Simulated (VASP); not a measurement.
A run of VASP 6.6.1 is set up as follows.

Contents of INCAR:

```
  ALGO = Normal
  EDIFF = 1E-7
  ENCUT = 520
  GGA = PE
  ISIF = 2
  ISMEAR = 0
  LASPH = True
  LCHARG = False
  LREAL = False
  LWAVE = False
  NBANDS = 17
  NELM = 60
  PREC = Accurate
  SIGMA = 0.01
```

Contents of KPOINTS:

```
k-points
0
Gamma
  4 4 4
```

The input POSCAR:

```
PbS
1.0
    0.0000000000      2.9872326762      2.9872326762
    2.9872326762      0.0000000000      2.9872326762
    2.9872326762      2.9872326762      0.0000000000
Pb S
1 1
Direct
    0.0000000000      0.0000000000      0.0000000000
    0.5000000000      0.5000000000      0.5000000000
```

Potentials or basis: VASP PAW PBE potentials, release 64 (Pb_d, S).

Run with:

```bash
$ cat potpaw_PBE.64/Pb_d/POTCAR potpaw_PBE.64/S/POTCAR > POTCAR
$ mpirun -np 1 vasp_std > vasp.out
```

Predict the pressure.

1.0 GPa.

Predict the band gap on the k mesh.

0.44 eV.

Caveat: the k points lie up to 0.46 Å⁻¹ apart; spin-orbit coupling is left out, which moves the levels of the heavy elements. A k mesh can miss the band edges.
